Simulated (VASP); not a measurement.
# In (Im-3m) in VASP: further runs

The runs below take In through single point, with PBE.

Everything below comes from runs of VASP 6.6.1. Logs are shortened: lines on timing, memory, paths and dates and some standing lists are left out, and cuts for length are marked.

## Step 1: The cell of the first run

The structure is cubic, space group Im-3m (No. 229). Conventional cell: a = 3.737 Å, b = 3.737 Å, c = 3.737 Å, α = 90.00°, β = 90.00°, γ = 90.00°. Within 4.3 Å of In (site symmetry m-3m) lie 14 In at 3.24 to 3.74 Å.

## Step 2: Single point, PBE

File INCAR:

```
  PREC = Accurate
  ENCUT = 520
  EDIFF = 1E-6
  ISMEAR = -1
  SIGMA = 0.06122561905347299
  LREAL = False
  LASPH = True
  NELM = 100
  ALGO = Normal
  ISIF = 2
  LWAVE = False
  LCHARG = True
  GGA = PE
  LELF = True
  LVHAR = True
  NBANDS = 12
```

File KPOINTS:

```
regular mesh
0
Gamma
  40 40 40
```

File POSCAR:

```
In
1.0
   -1.8686562023      1.8686562023      1.8686562023
    1.8686562023     -1.8686562023      1.8686562023
    1.8686562023      1.8686562023     -1.8686562023
In
1
Direct
    0.0000000000      0.0000000000      0.0000000000
```

Potentials or basis: VASP PAW PBE potentials, release 64 (In_d).

On the command line:

```
> cat potpaw_PBE.64/In_d/POTCAR > POTCAR
> mpirun -np 1 vasp_std > vasp.out
```

OUTCAR:

```text
PREC = Accurate
   ENCUT = 520
   EDIFF = 1E-6
   ISMEAR = -1
   LREAL = False
   LASPH = True
   NELM = 100
   ISIF = 2
   GGA = PE

 ion  position               nearest neighbor table
   1  0.000  0.000  0.000-

  LATTYP: Found a body centered cubic cell.
 ALAT       =     3.7373124046

  Lattice vectors:

 A1 = (  -1.8686562023,   1.8686562023,   1.8686562023)
 A2 = (   1.8686562023,  -1.8686562023,   1.8686562023)
 A3 = (   1.8686562023,   1.8686562023,  -1.8686562023)

Analysis of symmetry for initial positions (statically):
=====================================================================
 Subroutine PRICEL returns:
 Original cell was already a primitive cell.

 Routine SETGRP: Setting up the symmetry group for a
 body centered cubic supercell.

 Subroutine GETGRP returns: Found 48 space group operations
 (whereof 48 operations were pure point group operations)
 out of a pool of 48 trial point group operations.

The static configuration has the point symmetry O_h .

Analysis of symmetry for dynamics (positions and initial velocities):
=====================================================================
 Subroutine PRICEL returns:
 Original cell was already a primitive cell.

 Routine SETGRP: Setting up the symmetry group for a
 body centered cubic supercell.

 Subroutine GETGRP returns: Found 48 space group operations
 (whereof 48 operations were pure point group operations)
 out of a pool of 48 trial point group operations.

The dynamic configuration has the point symmetry O_h .

 Subroutine INISYM returns: Found 48 space group operations
 (whereof 48 operations are pure point group operations),
 and found     1 'primitive' translations

----------------------------------------------------------------------------------------

                                     Primitive cell

  volume of cell :      26.1005

  direct lattice vectors                    reciprocal lattice vectors
    -1.868656202  1.868656202  1.868656202     0.000000000  0.267571959  0.267571959
     1.868656202 -1.868656202  1.868656202     0.267571959  0.000000000  0.267571959
     1.868656202  1.868656202 -1.868656202     0.267571959  0.267571959  0.000000000

  length of vectors
     3.236607484  3.236607484  3.236607484     0.378403893  0.378403893  0.378403893

  position of ions in fractional coordinates (direct lattice)
     0.000000000  0.000000000  0.000000000

  ion indices of the primitive-cell ions
   primitive index   ion index
                 1           1

----------------------------------------------------------------------------------------

 KPOINTS: regular mesh

Automatic generation of k-mesh.
 Grid dimensions read from file:
 generate k-points for:   40   40   40

 Generating k-lattice:

  Cartesian coordinates                     Fractional coordinates (reciprocal lattice)
     0.000000000  0.006689299  0.006689299     0.025000000  0.000000000  0.000000000
     0.006689299  0.000000000  0.006689299     0.000000000  0.025000000  0.000000000
     0.006689299  0.006689299  0.000000000     0.000000000  0.000000000  0.025000000

  Length of vectors
     0.009460097  0.009460097  0.009460097

  Shift w.r.t. Gamma in fractional coordinates (k-lattice)
     0.000000000  0.000000000  0.000000000

 Subroutine IBZKPT returns following result:
 ===========================================

 Found   1661 irreducible k-points:

 Following reciprocal coordinates:
            Coordinates               Weight
  0.000000  0.000000  0.000000      1.000000
  0.025000  0.000000  0.000000     12.000000
  0.050000  0.000000  0.000000     12.000000
  0.075000  0.000000  0.000000     12.000000
  0.100000  0.000000  0.000000     12.000000
  0.125000  0.000000  0.000000     12.000000
[... 16 lines left out ...]
  0.050000  0.025000  0.000000     48.000000
  0.075000  0.025000 -0.000000     48.000000
 [... further k-points ...]
   k-points           NKPTS =   1661   k-points in BZ     NKDIM =   1661   number of bands    NBANDS=     12
   number of dos      NEDOS =    301   number of ions     NIONS =      1
   total plane-waves  NPLWV =  13824
   dimension x,y,z NGX =    24 NGY =   24 NGZ =   24
   dimension x,y,z NGXF=    48 NGYF=   48 NGZF=   48
   ions per type =               1
   NGX,Y,Z   is equivalent  to a cutoff of  12.33, 12.33, 12.33 a.u.
   NGXF,Y,Z  is equivalent  to a cutoff of  24.65, 24.65, 24.65 a.u.
 SYSTEM =  unknown system
   PREC   = accura    normal or accurate (medium, high low for compatibility)
   ISTART =      0    job   : 0-new  1-cont  2-samecut
   ICHARG =      2    charge: 1-file 2-atom 10-const
   ISPIN  =      1    spin polarized calculation?
   LNONCOLLINEAR =      F non collinear calculations
   LSORBIT =      F    spin-orbit coupling
   LASPH  =      T    aspherical Exc in radial PAW
   ENCUT  =  520.0 eV  38.22 Ry    6.18 a.u.   6.02  6.02  6.02*2*pi/ulx,y,z
   NELM   =    100;   NELMIN=  2; NELMDL= -5     # of ELM steps
   EDIFF  = 0.1E-05   stopping-criterion for ELM
   LREAL  =      F    real-space projection
   EDIFFG = 0.1E-04   stopping-criterion for IOM
   NSW    =      0    number of steps for IOM
   IBRION =     -1    ionic relax: 0-MD 1-quasi-New 2-CG
   NFREE  =      0    steps in history (QN), initial steepest desc. (CG)
   ISIF   =      2    stress and relaxation
   ISYM   =      2    0-nonsym 1-usesym 2-fastsym
   POTIM  = 0.5000    time-step for ionic-motion
   TEBEG  =    0.0;   TEEND  =   0.0 temperature during run
   PSTRESS=    0.0 pullay stress
   NELECT =      13.0000    total number of electrons
   NUPDOWN=      -1.0000    fix difference up-down
   EMIN   =  10.00;   EMAX   =-10.00  energy-range for DOS
   EFERMI =   0.00;   METHOD = LEGACY
   ISMEAR =    -1;   SIGMA  =   0.06  broadening in eV -4-tet -1-fermi 0-gaus
   EFERMI_NEDOS =   21; number of points for ismear=-14 and -15
   IALGO  =     38    algorithm
   IMIX   =      4    mixing-type and parameters
     AMIX     =   0.40;   BMIX     =  1.00
     AMIX_MAG =   1.60;   BMIX_MAG =  1.00
  volume/ion in A,a.u.               =      26.10       176.13
  Fermi-wavevector in a.u.,A,eV,Ry     =   1.297697  2.452291 22.912440  1.684017
  Thomas-Fermi vector in A             =   2.429073
   LORBIT       =      0    0 simple, 1 ext, 2 COOP (PROOUT), +10 PAW based schemes
   GGA     = PE    functional components
   LHFCALC =     F    Hartree Fock is set to
   AEXX    =    0.0000 exact exchange contribution
   IVDW    =     0    specifies the selected vdW correction
   LEPSILON=     F    determine dielectric tensor
   LRPA    =     F    only Hartree local field effects (RPA)
 non-spin polarized calculation
  energy-cutoff  :      520.00
  volume of cell :       26.10
 maximum number of plane-waves:       719
   NGX = 13   NGY = 13   NGZ = 13

 number of electron      12.9999993 magnetization

 Free energy of the ion-electron system (eV)
  ---------------------------------------------------
  ext. energy  EPLUGINS =         0.00000000
  ---------------------------------------------------
  free energy    TOTEN  =        -2.53981796 eV

  energy without entropy =       -2.53401340  energy(sigma->0) =       -2.53691568

 E-fermi :   7.5559     XC(G=0): -10.2663

 val. band max:        7.5526484052   @ k =   0.3250   0.2750   0.0250
 cond. band min:       7.5571095747   @ k =  -0.3500  -0.4000   0.0500
 fundamental gap:      0.0044611695
 Fermi energy:         7.5559172352

 k-point     1 :       0.0000    0.0000    0.0000
  band No.  band energies     occupation
      1      -7.1353      2.00000
      2      -7.1353      2.00000
      3      -7.1353      2.00000
      4      -6.8558      2.00000
      5      -6.8558      2.00000
      6      -2.0044      2.00000
      7      18.6968      0.00000
      8      18.6968      0.00000
      9      18.6968      0.00000
     10      20.5669      0.00000
     11      20.5669      0.00000
     12      20.5669      0.00000

 k-point     2 :       0.0250    0.0000    0.0000
  band No.  band energies     occupation
      1      -7.1360      2.00000
      2      -7.1346      2.00000
      3      -7.1326      2.00000
      4      -6.8566      2.00000
      5      -6.8558      2.00000
      6      -1.9900      2.00000
      7      18.5338      0.00000
      8      18.6145      0.00000
      9      18.6614      0.00000
     10      20.3961      0.00000
     11      20.5021      0.00000
     12      20.5378      0.00000

 k-point     3 :       0.0500    0.0000    0.0000
  band No.  band energies     occupation
      1      -7.1381      2.00000
      2      -7.1326      2.00000
      3      -7.1247      2.00000
      4      -6.8588      2.00000
      5      -6.8559      2.00000
      6      -1.9465      2.00000
      7      18.0634      0.00000
      8      18.3891      0.00000
      9      18.5532      0.00000
     10      20.0871      0.00000
     11      20.3341      0.00000
     12      20.4788      0.00000

 k-point     4 :       0.0750    0.0000    0.0000
  band No.  band energies     occupation
      1      -7.1415      2.00000
      2      -7.1296      2.00000
      3      -7.1117      2.00000
      4      -6.8624      2.00000
      5      -6.8560      2.00000
      6      -1.8739      2.00000
      7      17.3685      0.00000
      8      18.0662      0.00000
      9      18.3726      0.00000
     10      19.8083      0.00000
     11      20.1099      0.00000
     12      20.4410      0.00000

 k-point     5 :       0.1000    0.0000    0.0000
  band No.  band energies     occupation
      1      -7.1461      2.00000
      2      -7.1257      2.00000
      3      -7.0940      2.00000
      4      -6.8672      2.00000
      5      -6.8562      2.00000
      6      -1.7719      2.00000
      7      16.5531      0.00000
      8      17.6878      0.00000
      9      18.1300      0.00000
     10      19.5656      0.00000
     11      19.8639      0.00000
     12      20.4553      0.00000

 k-point     6 :       0.1250    0.0000    0.0000
  band No.  band energies     occupation
      1      -7.1519      2.00000
      2      -7.1215      2.00000
      3      -7.0718      2.00000
      4      -6.8727      2.00000
      5      -6.8564      2.00000
      6      -1.6404      2.00000
      7      15.6841      0.00000
      8      17.2829      0.00000
      9      17.8450      0.00000
     10      19.3432      0.00000
     11      19.6147      0.00000
     12      20.5283      0.00000

 k-point     7 :       0.1500    0.0000    0.0000
  band No.  band energies     occupation
      1      -7.1587      2.00000
      2      -7.1175      2.00000
      3      -7.0456      2.00000
      4      -6.8786      2.00000
      5      -6.8567      2.00000
      6      -1.4790      2.00000
      7      14.7954      0.00000
      8      16.8701      0.00000
      9      17.5374      0.00000
     10      19.1346      0.00000
     11      19.3721      0.00000
     12      20.6551      0.00000

 k-point     8 :       0.1750    0.0000    0.0000
  band No.  band energies     occupation
      1      -7.1663      2.00000
      2      -7.1143      2.00000
      3      -7.0161      2.00000
      4      -6.8843      2.00000
      5      -6.8568      2.00000
      6      -1.2875      2.00000
      7      13.9045      0.00000
      8      16.4612      0.00000
      9      17.2229      0.00000
     10      18.9391      0.00000
     11      19.1413      0.00000
     12      20.8287      0.00000
[... 166 lines left out ...]
 k-point    20 :       0.4750    0.0000    0.0000
  band No.  band energies     occupation
      1      -7.2474      2.00000
      2      -7.1752      2.00000
      3      -6.8715      2.00000
      4      -6.8578      2.00000
      5      -6.6841      2.00000
      6       3.3080      2.00000
      7       4.7058      2.00000
      8      13.5086      0.00000
      9      14.9147      0.00000
     10      17.6853      0.00000
     11      17.7616      0.00000
     12      24.7583      0.00000

 k-point    21 :       0.5000    0.0000    0.0000
  band No.  band energies     occupation
      1      -7.2481      2.00000
      2      -7.1762      2.00000
      3      -6.8709      2.00000
      4      -6.8578      2.00000
      5      -6.6811      2.00000
      6       3.6318      2.00000
      7       4.3538      2.00000
      8      13.4891      0.00000
      9      14.8998      0.00000
     10      17.6767      0.00000
     11      17.7552      0.00000
     12      24.8993      0.00000

 k-point    22 :       0.0250    0.0250    0.0000
  band No.  band energies     occupation
      1      -7.1364      2.00000
      2      -7.1346      2.00000
      3      -7.1269      2.00000
      4      -6.8581      2.00000
      5      -6.8559      2.00000
      6      -1.9610      2.00000
      7      18.2328      0.00000
      8      18.4707      0.00000
      9      18.5550      0.00000
     10      20.1932      0.00000
     11      20.3221      0.00000
     12      20.5550      0.00000

 k-point    23 :       0.0500    0.0250    0.0000
  band No.  band energies     occupation
      1      -7.1388      2.00000
      2      -7.1327      2.00000
      3      -7.1163      2.00000
      4      -6.8610      2.00000
      5      -6.8560      2.00000
      6      -1.9029      2.00000
      7      17.6838      0.00000
      8      18.1535      0.00000
      9      18.3870      0.00000
     10      19.9455      0.00000
     11      20.1606      0.00000
     12      20.5199      0.00000

 k-point    24 :       0.0750    0.0250   -0.0000
  band No.  band energies     occupation
      1      -7.1428      2.00000
      2      -7.1293      2.00000
      3      -7.1009      2.00000
      4      -6.8652      2.00000
      5      -6.8561      2.00000
      6      -1.8157      2.00000
      7      16.9464      0.00000
      8      17.7674      0.00000
      9      18.1575      0.00000
     10      19.7268      0.00000
     11      20.0057      0.00000
     12      20.4745      0.00000

 [... further k-points ...]
[... 5 lines left out ...]
  --------------------------------------------------------------------------------------
  -------------------------------------------------------------------------------------
  Total        0.4028024      0.4028024      0.4028024     -0.0000000     -0.0000000      0.0000000
  in kB       24.7260331     24.7260331     24.7260331     -0.0000000     -0.0000000      0.0000000
  external PRESSURE =      24.7260331 kB  Pullay stress =       0.0000000 kB

 VOLUME and BASIS-vectors are now :
 -----------------------------------------------------------------------------
  energy-cutoff  :      520.00
  volume of cell :       26.10
      direct lattice vectors                 reciprocal lattice vectors
    -1.868656202  1.868656202  1.868656202     0.000000000  0.267571959  0.267571959
     1.868656202 -1.868656202  1.868656202     0.267571959  0.000000000  0.267571959
     1.868656202  1.868656202 -1.868656202     0.267571959  0.267571959  0.000000000

 POSITION                                       TOTAL-FORCE (eV/Angst)
 -----------------------------------------------------------------------------------
      0.00000      0.00000      0.00000         0.000000      0.000000      0.000000
 -----------------------------------------------------------------------------------
    total drift:                                0.000000      0.000000      0.000000

  FREE ENERGIE OF THE ION-ELECTRON SYSTEM (eV)
  ---------------------------------------------------
  free  energy   TOTEN  =        -2.5398179649 eV

  energy  without entropy=       -2.5340134002  energy(sigma->0) =       -2.53691568
```

Run time: 5 min. Hardware: 1 thread of Oxide Virtual Turin-like, shared host; peak memory 0.53 GiB.

Results:

```yaml
Free_energy: -2.5398 eV
Pressure: 2.5 GPa
```

Caveat: spin-orbit coupling is left out, which moves the levels of the heavy elements.

(Part 1 of 2 ends here.)
